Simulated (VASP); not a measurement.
# Al (C2/c) in VASP: a series of runs, part 2 of 2

VASP 6.6.1. Earlier steps stand in the parts before.

## Step 3: Single point, LDA (18.30 Å³/atom)

This run uses another cell than the first one, of 18.30 Å³/atom.

Input file INCAR:

```
SYSTEM = Al
PREC = Accurate ; ENCUT = 520
EDIFF = 1E-6 ; ISMEAR = -1
SIGMA = 0.1 ; LREAL = .FALSE.
LASPH = .TRUE. ; NELM = 60
ALGO = Normal ; ISIF = 2
LWAVE = .FALSE. ; LCHARG = .FALSE.
GGA = CA ; NBANDS = 10
```

Input file KPOINTS:

```
regular mesh
0
G
  18 18 12
  0 0 0
```

Input file POSCAR:

```
Al
1.0
   -3.3380476298      2.9247188098      1.3876954399
    2.9247188098     -3.3380476298      1.3876954399
    2.4256000110      2.4256000110     -2.1447079306
Al
2
Direct
    0.9895142962      0.0104857038      0.0000000000
    0.7604857038      0.2395142962      0.5000000000
```

Potentials or basis: VASP PAW LDA potentials, release 64 (Al).

Started as:

```
cat potpaw_LDA.64/Al/POTCAR > POTCAR
mpirun -np 1 vasp_std > vasp.out
```

OUTCAR:

```text
SYSTEM = Al
   PREC = Accurate
   ENCUT = 520
   EDIFF = 1E-6
   ISMEAR = -1
   LREAL = .FALSE.
   LASPH = .TRUE.
   NELM = 60
   ISIF = 2
   GGA = CA

 ion  position               nearest neighbor table
   1  0.990  0.010  0.000-   2 2.81   2 2.81   2 2.86   2 2.86   2 2.88   2 2.88
   2  0.760  0.240  0.500-   1 2.81   1 2.81   1 2.86   1 2.86   1 2.88   1 2.88

  Warning from LATTYP: Got some problem with cell dimensions!
  Tried to take original basis but could not verify dimensions!
  LATTYP: Found a base centered monoclinic cell.
 ALAT       =     2.8362785411
 B/A-ratio  =     3.1227148916
 C/A-ratio  =     1.0276951192
 COS(beta)  =    -0.0105152445

  Lattice vectors:

 A1 = (   3.3380476298,  -2.9247188098,  -1.3876954399)
 A2 = (  -2.9247188098,   3.3380476298,  -1.3876954399)
 A3 = (   2.0122711910,   2.0122711910,   0.6306829492)

Analysis of symmetry for initial positions (statically):
=====================================================================
 Subroutine PRICEL returns:
 Original cell was already a primitive cell.

 Routine SETGRP: Setting up the symmetry group for a
 base centered monoclinic supercell.

 Subroutine GETGRP returns: Found  4 space group operations
 (whereof  2 operations were pure point group operations)
 out of a pool of  4 trial point group operations.

The static configuration has the point symmetry C_2 .
 The point group associated with its full space group is C_2h.

Analysis of symmetry for dynamics (positions and initial velocities):
=====================================================================
 Subroutine PRICEL returns:
 Original cell was already a primitive cell.

 Routine SETGRP: Setting up the symmetry group for a
 base centered monoclinic supercell.

 Subroutine GETGRP returns: Found  4 space group operations
 (whereof  2 operations were pure point group operations)
 out of a pool of  4 trial point group operations.

The dynamic configuration has the point symmetry C_2 .
 The point group associated with its full space group is C_2h.

 Subroutine INISYM returns: Found  4 space group operations
 (whereof  2 operations are pure point group operations),
 and found     1 'primitive' translations

----------------------------------------------------------------------------------------

                                     Primitive cell

  volume of cell :      36.6091

  direct lattice vectors                    reciprocal lattice vectors
    -3.338047630  2.924718810  1.387695440     0.103611980  0.263285826  0.414950357
     2.924718810 -3.338047630  1.387695440     0.263285826  0.103611980  0.414950357
     2.425600011  2.425600011 -2.144707931     0.237394754  0.237394754  0.070708666

  length of vectors
     4.649972121  4.649972121  4.045595498     0.502233678  0.502233678  0.343092195

  position of ions in fractional coordinates (direct lattice)
     0.989514296  0.010485704  0.000000000
     0.760485704  0.239514296  0.500000000

  ion indices of the primitive-cell ions
   primitive index   ion index
                 1           1
                 2           2

----------------------------------------------------------------------------------------

 KPOINTS: regular mesh

Automatic generation of k-mesh.
 Grid dimensions read from file:
 generate k-points for:   18   18   12

[... 42 lines left out ...]
 -0.277778  0.055556 -0.000000      4.000000
 -0.222222  0.055556  0.000000      4.000000
 [... further k-points ...]
   k-points           NKPTS =   1037   k-points in BZ     NKDIM =   1037   number of bands    NBANDS=     10
   number of dos      NEDOS =    301   number of ions     NIONS =      2
   total plane-waves  NPLWV =  38880
   dimension x,y,z NGX =    36 NGY =   36 NGZ =   30
   dimension x,y,z NGXF=    72 NGYF=   72 NGZF=   60
   ions per type =               2
   NGX,Y,Z   is equivalent  to a cutoff of  12.87, 12.87, 12.33 a.u.
   NGXF,Y,Z  is equivalent  to a cutoff of  25.74, 25.74, 24.66 a.u.
 SYSTEM =  Al
   PREC   = accura    normal or accurate (medium, high low for compatibility)
   ISTART =      0    job   : 0-new  1-cont  2-samecut
   ICHARG =      2    charge: 1-file 2-atom 10-const
   ISPIN  =      1    spin polarized calculation?
   LNONCOLLINEAR =      F non collinear calculations
   LSORBIT =      F    spin-orbit coupling
   LASPH  =      T    aspherical Exc in radial PAW
   ENCUT  =  520.0 eV  38.22 Ry    6.18 a.u.   8.65  8.65  7.52*2*pi/ulx,y,z
   NELM   =     60;   NELMIN=  2; NELMDL= -5     # of ELM steps
   EDIFF  = 0.1E-05   stopping-criterion for ELM
   LREAL  =      F    real-space projection
   EDIFFG = 0.1E-04   stopping-criterion for IOM
   NSW    =      0    number of steps for IOM
   IBRION =     -1    ionic relax: 0-MD 1-quasi-New 2-CG
   NFREE  =      0    steps in history (QN), initial steepest desc. (CG)
   ISIF   =      2    stress and relaxation
   ISYM   =      2    0-nonsym 1-usesym 2-fastsym
   POTIM  = 0.5000    time-step for ionic-motion
   TEBEG  =    0.0;   TEEND  =   0.0 temperature during run
   PSTRESS=    0.0 pullay stress
   NELECT =       6.0000    total number of electrons
   NUPDOWN=      -1.0000    fix difference up-down
   EMIN   =  10.00;   EMAX   =-10.00  energy-range for DOS
   EFERMI =   0.00;   METHOD = LEGACY
   ISMEAR =    -1;   SIGMA  =   0.10  broadening in eV -4-tet -1-fermi 0-gaus
   EFERMI_NEDOS =   21; number of points for ismear=-14 and -15
   IALGO  =     38    algorithm
   IMIX   =      4    mixing-type and parameters
     AMIX     =   0.40;   BMIX     =  1.00
     AMIX_MAG =   1.60;   BMIX_MAG =  1.00
  volume/ion in A,a.u.               =      18.30       123.53
  Fermi-wavevector in a.u.,A,eV,Ry     =   0.895905  1.693016 10.920669  0.802647
  Thomas-Fermi vector in A             =   2.018297
   LORBIT       =      0    0 simple, 1 ext, 2 COOP (PROOUT), +10 PAW based schemes
   GGA     = CA    functional components
   LHFCALC =     F    Hartree Fock is set to
   AEXX    =    0.0000 exact exchange contribution
   IVDW    =     0    specifies the selected vdW correction
   LEPSILON=     F    determine dielectric tensor
   LRPA    =     F    only Hartree local field effects (RPA)
 non-spin polarized calculation
  energy-cutoff  :      520.00
  volume of cell :       36.61
 maximum number of plane-waves:      1005
   NGX = 17   NGY = 17   NGZ = 15

 number of electron       6.0000000 magnetization

 Free energy of the ion-electron system (eV)
  ---------------------------------------------------
  ext. energy  EPLUGINS =         0.00000000
  ---------------------------------------------------
  free energy    TOTEN  =        -8.17438746 eV

  energy without entropy =       -8.14692680  energy(sigma->0) =       -8.16065713

 E-fermi :   6.6668     XC(G=0):  -9.9288

 val. band max:        6.6663308956   @ k =  -0.3889  -0.0000   0.4167
 cond. band min:       6.6697419487   @ k =  -0.3889   0.3889   0.2500
 fundamental gap:      0.0034110530
 Fermi energy:         6.6668119462

 k-point     1 :       0.0000    0.0000    0.0000
  band No.  band energies     occupation
      1      -3.7455      2.00000
      2       3.3693      2.00000
      3       4.0029      2.00000
      4      12.1925      0.00000
      5      12.7531      0.00000
      6      14.3107      0.00000
      7      15.4864      0.00000
      8      15.8868      0.00000
      9      17.0891      0.00000
     10      18.5260      0.00000
[... 287 lines left out ...]
 k-point    24 :      -0.2222    0.0556    0.0000
  band No.  band energies     occupation
      1      -2.6322      2.00000
      2       2.7336      2.00000
      3       6.7002      0.83457
      4       8.2773      0.00000
      5      10.1903      0.00000
      6      11.9366      0.00000
      7      13.8669      0.00000
      8      17.3243      0.00000
      9      18.7917      0.00000
     10      19.8716      0.00000

 [... further k-points ...]

------------------------ aborting loop because EDIFF is reached ----------------------------------------

  FORCE on cell =-STRESS in cart. coord.  units (eV):
  Direction    XX          YY          ZZ          XY          YZ          ZX
  --------------------------------------------------------------------------------------
  -------------------------------------------------------------------------------------
  Total       -1.1524991     -1.1524991     -1.1359075      0.0583186      0.0056545      0.0056545
  in kB      -50.4384698    -50.4384698    -49.7123507      2.5522820      0.2474673      0.2474672
  external PRESSURE =     -50.1964301 kB  Pullay stress =       0.0000000 kB

 VOLUME and BASIS-vectors are now :
 -----------------------------------------------------------------------------
  energy-cutoff  :      520.00
  volume of cell :       36.61
      direct lattice vectors                 reciprocal lattice vectors
    -3.338047630  2.924718810  1.387695440     0.103611980  0.263285826  0.414950357
     2.924718810 -3.338047630  1.387695440     0.263285826  0.103611980  0.414950357
     2.425600011  2.425600011 -2.144707931     0.237394754  0.237394754  0.070708666

 POSITION                                       TOTAL-FORCE (eV/Angst)
 -----------------------------------------------------------------------------------
     -3.27238      2.85905      1.38770         0.017727     -0.017727     -0.000000
     -0.62523      2.63750      0.31534        -0.017727      0.017727      0.000000
 -----------------------------------------------------------------------------------
    total drift:                               -0.000000      0.000000     -0.000000

  FREE ENERGIE OF THE ION-ELECTRON SYSTEM (eV)
  ---------------------------------------------------
  free  energy   TOTEN  =        -8.1743874590 eV

  energy  without entropy=       -8.1469268023  energy(sigma->0) =       -8.16065713
```

OSZICAR:

```text
N       E                     dE             d eps       ncg     rms          rms(c)
DAV:   1    -0.112912285359E+01   -0.11291E+01   -0.21329E+03 20892   0.436E+02
DAV:   2    -0.805642178389E+01   -0.69273E+01   -0.66788E+01 26814   0.538E+01
DAV:   3    -0.822429538975E+01   -0.16787E+00   -0.16636E+00 27300   0.648E+00
DAV:   4    -0.822505776644E+01   -0.76238E-03   -0.76221E-03 25422   0.489E-01
DAV:   5    -0.822506270522E+01   -0.49388E-05   -0.49391E-05 25476   0.376E-02    0.178E+00
DAV:   6    -0.819244051421E+01    0.32622E-01   -0.18709E-02 23468   0.478E-01    0.103E+00
DAV:   7    -0.817488264445E+01    0.17558E-01   -0.17881E-02 23012   0.532E-01    0.165E-01
DAV:   8    -0.817441602414E+01    0.46662E-03   -0.15883E-03 23770   0.173E-01    0.934E-02
DAV:   9    -0.817438819790E+01    0.27826E-04   -0.80849E-05 24434   0.471E-02    0.365E-02
DAV:  10    -0.817438745902E+01    0.73888E-06   -0.14805E-06 22382   0.770E-03
   1 F= -.81743875E+01 E0= -.81606571E+01  d E =-.274607E-01
```

stdout:

```text
POSCAR found type information on POSCAR Al
 POSCAR found :  1 types and       2 ions
 scaLAPACK will be used
 LDA part: xc-table for (Slater(with rela. corr.)+CA(PZ))
 , standard interpolation
 POSCAR, INCAR and KPOINTS ok, starting setup
 FFT: planning ... GRIDC
 FFT: planning ... GRID_SOFT
 FFT: planning ... GRID
 WAVECAR not read
 entering main loop
```

It took 2.7 min on 1 thread of Intel Xeon 6975P-C (Granite Rapids), shared host; peak memory 0.4 GiB.

What came out:

- Free energy: -8.1744 eV
- Pressure: -5.0 GPa
- Largest force: 0.025 eV/Å
- Band gap on the k mesh: zero (bands 3 and 4 overlap by 9.18 eV)

Forces on the atoms (eV/Å):
```
Al   0.018 -0.018  0.000
Al  -0.018  0.018  0.000
```

Levels at points of the mesh, in eV from the Fermi level:
| k point | band 1 | band 2 | band 3 | band 4 | band 5 | band 6 |
| --- | --- | --- | --- | --- | --- | --- |
| (0.00, 0.00, 0.00) | -10.41 | -3.30 | -2.66 | 5.53 | 6.09 | 7.64 |
| (0.50, 0.00, 0.00) | -2.00 | -1.87 | -0.82 | -0.65 | 1.59 | 1.71 |
| (0.50, 0.50, 0.00) | -8.97 | -8.02 | 5.38 | 5.61 | 6.54 | 6.70 |
| (0.00, 0.00, 0.50) | -6.14 | -6.14 | 0.72 | 0.72 | 1.48 | 1.48 |
| (0.50, 0.00, 0.50) | -5.81 | -5.19 | -2.29 | -1.05 | 4.92 | 5.72 |
| (0.50, 0.50, 0.50) | -4.75 | -4.75 | -3.80 | -3.80 | 9.06 | 9.06 |

Caveat: the cell stands under tension.

## Step 4: Single point, LDA (18.98 Å³/atom)

This run uses another cell than the first one, of 18.98 Å³/atom.

Input file INCAR:

```
PREC = Accurate
ENCUT = 520
EDIFF = 1E-7
ISMEAR = -1
SIGMA = 0.1
LREAL = False
LASPH = True
NELM = 100
ALGO = Normal
ISIF = 2
LWAVE = False
LCHARG = False
GGA = CA
NBANDS = 10
```

Input file KPOINTS:

```
regular mesh
0
Gamma
  18 18 12
```

Input file POSCAR:

```
Al
1.0
   -3.3787595401      2.9603896279      1.4046202230
    2.9603896279     -3.3787595401      1.4046202230
    2.4551834146      2.4551834146     -2.1708654833
Al
2
Direct
    0.9895142962      0.0104857038      0.0000000000
    0.7604857038      0.2395142962      0.5000000000
```

Potentials or basis: VASP PAW LDA potentials, release 64 (Al).

Started as:

```
cat potpaw_LDA.64/Al/POTCAR > POTCAR
mpirun -np 1 vasp_std > vasp.out
```

OUTCAR:

```text
PREC = Accurate
   ENCUT = 520
   EDIFF = 1E-7
   ISMEAR = -1
   LREAL = False
   LASPH = True
   NELM = 100
   ISIF = 2
   GGA = CA

 ion  position               nearest neighbor table
   1  0.990  0.010  0.000-   2 2.84   2 2.84   2 2.90   2 2.90   2 2.91   2 2.91
   2  0.760  0.240  0.500-   1 2.84   1 2.84   1 2.90   1 2.90   1 2.91   1 2.91

  Warning from LATTYP: Got some problem with cell dimensions!
  Tried to take original basis but could not verify dimensions!
  LATTYP: Found a base centered monoclinic cell.
 ALAT       =     2.8708707129
 B/A-ratio  =     3.1227148917
 C/A-ratio  =     1.0276951192
 COS(beta)  =    -0.0105152445

  Lattice vectors:

 A1 = (   3.3787595401,  -2.9603896279,  -1.4046202230)
 A2 = (  -2.9603896279,   3.3787595401,  -1.4046202230)
 A3 = (   2.0368135024,   2.0368135024,   0.6383749627)

Analysis of symmetry for initial positions (statically):
=====================================================================
 Subroutine PRICEL returns:
 Original cell was already a primitive cell.

 Routine SETGRP: Setting up the symmetry group for a
 base centered monoclinic supercell.

 Subroutine GETGRP returns: Found  4 space group operations
 (whereof  2 operations were pure point group operations)
 out of a pool of  4 trial point group operations.

The static configuration has the point symmetry C_2 .
 The point group associated with its full space group is C_2h.

Analysis of symmetry for dynamics (positions and initial velocities):
=====================================================================
 Subroutine PRICEL returns:
 Original cell was already a primitive cell.

 Routine SETGRP: Setting up the symmetry group for a
 base centered monoclinic supercell.

 Subroutine GETGRP returns: Found  4 space group operations
 (whereof  2 operations were pure point group operations)
 out of a pool of  4 trial point group operations.

The dynamic configuration has the point symmetry C_2 .
 The point group associated with its full space group is C_2h.

[... 123 lines left out ...]
   GGA     = CA    functional components
   LHFCALC =     F    Hartree Fock is set to
   AEXX    =    0.0000 exact exchange contribution
   IVDW    =     0    specifies the selected vdW correction
   LEPSILON=     F    determine dielectric tensor
   LRPA    =     F    only Hartree local field effects (RPA)
 non-spin polarized calculation
  energy-cutoff  :      520.00
  volume of cell :       37.97
 maximum number of plane-waves:      1042
   NGX = 17   NGY = 17   NGZ = 15

 number of electron       6.0000000 magnetization

 Free energy of the ion-electron system (eV)
  ---------------------------------------------------
  ext. energy  EPLUGINS =         0.00000000
  ---------------------------------------------------
  free energy    TOTEN  =        -8.12414634 eV

  energy without entropy =       -8.09594954  energy(sigma->0) =       -8.11004794

 E-fermi :   6.3183     XC(G=0):  -9.7985

 val. band max:        6.3151146132   @ k =  -0.3333   0.0556   0.0833
 cond. band min:       6.3247033518   @ k =  -0.3889   0.3889   0.2500
 fundamental gap:      0.0095887386
 Fermi energy:         6.3183200672

 k-point     1 :       0.0000    0.0000    0.0000
  band No.  band energies     occupation
      1      -3.8562      2.00000
      2       3.1351      2.00000
      3       3.6697      2.00000
      4      11.6862      0.00000
      5      12.3662      0.00000
      6      13.7558      0.00000
      7      14.9113      0.00000
      8      15.4303      0.00000
      9      16.4188      0.00000
     10      18.0062      0.00000
[... 287 lines left out ...]
 k-point    24 :      -0.2222    0.0556    0.0000
  band No.  band energies     occupation
      1      -2.7700      2.00000
      2       2.4775      2.00000
      3       6.3419      0.88255
      4       7.9184      0.00000
      5       9.7355      0.00000
      6      11.4791      0.00000
      7      13.3619      0.00000
      8      16.7038      0.00000
      9      18.1933      0.00000
     10      19.2525      0.00000

 [... further k-points ...]

------------------------ aborting loop because EDIFF is reached ----------------------------------------

  FORCE on cell =-STRESS in cart. coord.  units (eV):
  Direction    XX          YY          ZZ          XY          YZ          ZX
  --------------------------------------------------------------------------------------
  -------------------------------------------------------------------------------------
  Total       -1.6221656     -1.6221656     -1.5869066      0.0743385      0.0062877      0.0062877
  in kB      -68.4576918    -68.4576918    -66.9697106      3.1371916      0.2653484      0.2653484
  external PRESSURE =     -67.9616981 kB  Pullay stress =       0.0000000 kB

 VOLUME and BASIS-vectors are now :
 -----------------------------------------------------------------------------
  energy-cutoff  :      520.00
  volume of cell :       37.97
      direct lattice vectors                 reciprocal lattice vectors
    -3.378759540  2.960389628  1.404620223     0.102363522  0.260113398  0.409950469
     2.960389628 -3.378759540  1.404620223     0.260113398  0.102363522  0.409950469
     2.455183415  2.455183415 -2.170865483     0.234534298  0.234534298  0.069856672

 POSITION                                       TOTAL-FORCE (eV/Angst)
 -----------------------------------------------------------------------------------
     -3.31229      2.89392      1.40462         0.027602     -0.027602      0.000000
     -0.63285      2.66966      0.31919        -0.027602      0.027602     -0.000000
 -----------------------------------------------------------------------------------
    total drift:                               -0.000000      0.000000     -0.000000

  FREE ENERGIE OF THE ION-ELECTRON SYSTEM (eV)
  ---------------------------------------------------
  free  energy   TOTEN  =        -8.1241463363 eV

  energy  without entropy=       -8.0959495448  energy(sigma->0) =       -8.11004794
```

stdout:

```text
POSCAR found type information on POSCAR Al
 POSCAR found :  1 types and       2 ions
 scaLAPACK will be used
 LDA part: xc-table for (Slater(with rela. corr.)+CA(PZ))
 , standard interpolation
 POSCAR, INCAR and KPOINTS ok, starting setup
 FFT: planning ... GRIDC
 FFT: planning ... GRID_SOFT
 FFT: planning ... GRID
 WAVECAR not read
 entering main loop
```

It took 3.6 min on 1 thread of Intel Xeon 6975P-C (Granite Rapids), shared host; peak memory 0.41 GiB.

Results:

- Free energy: -8.1241 eV
- Pressure: -6.8 GPa
- Largest force: 0.039 eV/Å
- Band gap on the k mesh: zero (bands 3 and 4 overlap by 9.01 eV)

Forces in eV/Å, atoms in the order of the input:
```
Al   0.028 -0.028  0.000
Al  -0.028  0.028  0.000
```

Caveat: the cell stands under tension.

## Step 5: The runs side by side

```tsv
cell	gap on the mesh (eV)	pressure (GPa)	largest force (eV/Å)
a = 4.532, b = 4.532, c = 3.943 Å, angles 102.2, 102.2, 144.5°, 2 atoms	none	0.0	0.01
a = 4.650, b = 4.650, c = 4.046 Å, angles 102.2, 102.2, 144.5°, 2 atoms	none	-5.0	0.03
a = 4.707, b = 4.707, c = 4.095 Å, angles 102.2, 102.2, 144.5°, 2 atoms	none	-6.8	0.04
```

Alike in all rows: task single point; level LDA; potentials or basis VASP PAW LDA potentials, release 64 (Al); no spin polarisation; k mesh 18 × 18 × 12; cutoff (eV) 520; smearing fermi-dirac 0.1 eV.

Caveats: the cell stands under tension (at least some runs).

Total energies depend on the potentials used, so only differences within one code and one set of settings carry meaning.
